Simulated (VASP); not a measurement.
# SiC (R3m) in VASP: notebook, part 2 of 2

VASP 6.6.1. Earlier steps stand in the parts before.

### Step 4. Single point, PBE

This run uses another cell than the first one, of 10.50 Å³/atom, 1.042 times its volume.

INCAR

```
PREC = Accurate
ENCUT = 520
EDIFF = 1E-7
ISMEAR = 0
SIGMA = 0.05
LREAL = F
LASPH = T
NELM = 80
ALGO = Normal
ISIF = 2
LWAVE = F
LCHARG = F
GGA = PE
NBANDS = 11
```

KPOINTS

```
Automatic mesh
0
Gamma
  12 12 12
```

POSCAR

```
SiC
1.0
    0.0000000000      2.1703957230      2.1703957230
    2.1703957230      0.0000000000      2.1703957230
    2.2096075390      2.2096075390     -0.0392118161
Si C
1 1
Direct
    0.0000000000      0.0000000000      0.0000000000
    0.7500000000      0.7500000000      0.7500000000
```

Potentials or basis: VASP PAW PBE potentials, release 64 (Si, C).

Started as:

```bash
cat potpaw_PBE.64/Si/POTCAR potpaw_PBE.64/C/POTCAR > POTCAR
mpirun -np 1 vasp_std > vasp.out
```

OUTCAR:

```text
PREC = Accurate
   ENCUT = 520
   EDIFF = 1E-7
   ISMEAR = 0
   LREAL = F
   LASPH = T
   NELM = 80
   ISIF = 2
   GGA = PE

 ion  position               nearest neighbor table
   1  0.000  0.000  0.000-   2 1.89   2 1.89   2 1.89   2 1.93
   2  0.750  0.750  0.750-   1 1.89   1 1.89   1 1.89   1 1.93

  LATTYP: Found a trigonal (rhomboedric) cell.
 ALAT       =     3.1251029615
 COS(alpha) =     0.5176645425

  Lattice vectors:

 A1 = (   2.2096075390,   0.0392118160,  -2.2096075391)
 A2 = (   0.0392118160,   2.2096075390,  -2.2096075391)
 A3 = (   2.2096075390,   2.2096075390,  -0.0392118161)

Analysis of symmetry for initial positions (statically):
=====================================================================
 Subroutine PRICEL returns:
 Original cell was already a primitive cell.

 Routine SETGRP: Setting up the symmetry group for a
 trigonal (rhombohedral) supercell.

 Subroutine GETGRP returns: Found  6 space group operations
 (whereof  6 operations were pure point group operations)
 out of a pool of 12 trial point group operations.

The static configuration has the point symmetry C_3v.

Analysis of symmetry for dynamics (positions and initial velocities):
=====================================================================
 Subroutine PRICEL returns:
 Original cell was already a primitive cell.

 Routine SETGRP: Setting up the symmetry group for a
 trigonal (rhombohedral) supercell.

 Subroutine GETGRP returns: Found  6 space group operations
 (whereof  6 operations were pure point group operations)
 out of a pool of 12 trial point group operations.

The dynamic configuration has the point symmetry C_3v.

 Subroutine INISYM returns: Found  6 space group operations
 (whereof  6 operations are pure point group operations),
 and found     1 'primitive' translations

[... 115 lines left out ...]
  volume/ion in A,a.u.               =      10.50        70.86
  Fermi-wavevector in a.u.,A,eV,Ry     =   1.186729  2.242593 19.161444  1.408326
  Thomas-Fermi vector in A             =   2.322896
   LORBIT       =      0    0 simple, 1 ext, 2 COOP (PROOUT), +10 PAW based schemes
   GGA     = PE    functional components
   LHFCALC =     F    Hartree Fock is set to
   AEXX    =    0.0000 exact exchange contribution
   IVDW    =     0    specifies the selected vdW correction
   LEPSILON=     F    determine dielectric tensor
   LRPA    =     F    only Hartree local field effects (RPA)
 non-spin polarized calculation
 Gauss-broadening in eV      SIGMA  =   0.05
  energy-cutoff  :      520.00
  volume of cell :       21.00
 maximum number of plane-waves:       580
   NGX = 11   NGY = 11   NGZ = 11

 number of electron       8.0000001 magnetization

 Free energy of the ion-electron system (eV)
  ---------------------------------------------------
  ext. energy  EPLUGINS =         0.00000000
  ---------------------------------------------------
  free energy    TOTEN  =       -15.04469236 eV

  energy without entropy =      -15.04469236  energy(sigma->0) =      -15.04469236

 E-fermi :   8.2539     XC(G=0): -11.2911

 val. band max:        7.9926799840   @ k =   0.0000   0.0000   0.0000
 cond. band min:       9.2995294426   @ k =   0.5000   0.5000  -0.0000
 fundamental gap:      1.3068494586
 Fermi energy:         8.2539136246

 k-point     1 :       0.0000    0.0000    0.0000
  band No.  band energies     occupation
      1      -7.3484      2.00000
      2       7.8332      2.00000
      3       7.9927      2.00000
      4       7.9927      2.00000
      5      13.7575      0.00000
      6      14.9982      0.00000
      7      15.3511      0.00000
      8      15.3511      0.00000
      9      22.3681      0.00000
     10      22.3681      0.00000
     11      24.1854      0.00000
[... 309 lines left out ...]
 k-point    24 :      -0.4167    0.1667    0.0000
  band No.  band energies     occupation
      1      -3.4429      2.00000
      2       0.0118      2.00000
      3       4.8568      2.00000
      4       6.3681      2.00000
      5      12.9127      0.00000
      6      15.4249      0.00000
      7      16.3118      0.00000
      8      19.0382      0.00000
      9      22.5829      0.00000
     10      23.1728      0.00000
     11      26.0236      0.00000

 [... further k-points ...]
[... 5 lines left out ...]
  --------------------------------------------------------------------------------------
  -------------------------------------------------------------------------------------
  Total        0.0226111      0.0226111      0.0226111     -0.6047662      0.6047662      0.6047662
  in kB        1.7249378      1.7249378      1.7249378    -46.1358534     46.1358534     46.1358534
  external PRESSURE =       1.7249378 kB  Pullay stress =       0.0000000 kB

 VOLUME and BASIS-vectors are now :
 -----------------------------------------------------------------------------
  energy-cutoff  :      520.00
  volume of cell :       21.00
      direct lattice vectors                 reciprocal lattice vectors
     0.000000000  2.170395723  2.170395723    -0.228346610  0.232398861  0.228346610
     2.170395723  0.000000000  2.170395723     0.232398861 -0.228346610  0.228346610
     2.209607539  2.209607539 -0.039211816     0.224294358  0.224294358 -0.224294358

 POSITION                                       TOTAL-FORCE (eV/Angst)
 -----------------------------------------------------------------------------------
      0.00000      0.00000      0.00000         0.115135      0.115135     -0.115135
      3.28500      3.28500      3.22618        -0.115135     -0.115135      0.115135
 -----------------------------------------------------------------------------------
    total drift:                               -0.000116     -0.000116      0.000115

  FREE ENERGIE OF THE ION-ELECTRON SYSTEM (eV)
  ---------------------------------------------------
  free  energy   TOTEN  =       -15.0446923623 eV

  energy  without entropy=      -15.0446923623  energy(sigma->0) =      -15.04469236
```

OSZICAR:

```text
N       E                     dE             d eps       ncg     rms          rms(c)
DAV:   1     0.337264243495E+01    0.33726E+01   -0.39509E+03  4380   0.612E+02
DAV:   2    -0.162507629680E+02   -0.19623E+02   -0.18713E+02  5117   0.109E+02
DAV:   3    -0.168622436818E+02   -0.61148E+00   -0.61026E+00  5118   0.160E+01
DAV:   4    -0.168645821017E+02   -0.23384E-02   -0.23383E-02  4743   0.125E+00
DAV:   5    -0.168645926788E+02   -0.10577E-04   -0.10577E-04  5122   0.788E-02    0.867E+00
DAV:   6    -0.150975937367E+02    0.17670E+01   -0.64843E+00  4692   0.113E+01    0.383E+00
DAV:   7    -0.150521497359E+02    0.45444E-01   -0.36836E-01  5006   0.349E+00    0.176E+00
DAV:   8    -0.150444717463E+02    0.76780E-02   -0.20380E-02  4725   0.948E-01    0.175E-01
DAV:   9    -0.150445778002E+02   -0.10605E-03   -0.17304E-03  5219   0.238E-01    0.112E-01
DAV:  10    -0.150446882036E+02   -0.11040E-03   -0.24809E-04  4572   0.960E-02    0.274E-02
DAV:  11    -0.150446920638E+02   -0.38601E-05   -0.42290E-05  4998   0.345E-02    0.760E-03
DAV:  12    -0.150446922705E+02   -0.20672E-06   -0.18902E-06  4851   0.851E-03    0.126E-03
DAV:  13    -0.150446923623E+02   -0.91814E-07   -0.14799E-07  4733   0.264E-03
   1 F= -.15044692E+02 E0= -.15044692E+02  d E =-.455863E-16
```

stdout:

```text
POSCAR found type information on POSCAR SiC
 POSCAR found :  2 types and       2 ions
 scaLAPACK will be used
 LDA part: xc-table for (Slater+PW92), standard interpolation
 POSCAR, INCAR and KPOINTS ok, starting setup
 FFT: planning ... GRIDC
 FFT: planning ... GRID_SOFT
 FFT: planning ... GRID
 WAVECAR not read
 entering main loop
```

It took 54 s on 1 thread of Intel Xeon 6975P-C, shared host; peak memory 0.16 GiB.

Results:

| Item | Value |
| --- | --- |
| Free energy | -15.0447 eV |
| Pressure | 0.2 GPa |
| Largest force | 0.199 eV/Å |
| Band gap on the k mesh | 1.31 eV, indirect (least direct gap 4.38 eV) |

Forces in eV/Å, atoms in the order of the input:
```
Si   0.115  0.115 -0.115
C   -0.115 -0.115  0.115
```

A k mesh can miss the band edges. PBE gaps usually lie below the measured ones, often by a third to a half.

### Step 5. Overview

| cell | gap on the mesh (eV) | pressure (GPa) | largest force (eV/Å) |
| --- | --- | --- | --- |
| a = 3.001, b = 3.001, c = 3.112 Å, angles 61.2, 61.2, 60.0°, 2 atoms | 1.17 | 10.2 | 0.46 |
| a = 3.125, b = 3.125, c = 3.070 Å, angles 59.4, 59.4, 60.0°, 2 atoms | 1.27 | 0.2 | 0.27 |
| a = 3.069, b = 3.069, c = 3.125 Å, angles 60.6, 60.6, 60.0°, 2 atoms | 1.31 | 0.2 | 0.20 |

Alike in all rows: task single point; level PBE; potentials or basis VASP PAW PBE potentials, release 64 (Si, C); no spin polarisation; k mesh 12 × 12 × 12; cutoff (eV) 520; smearing gaussian 0.05 eV.

Total energies depend on the potentials used, so only differences within one code and one set of settings carry meaning.
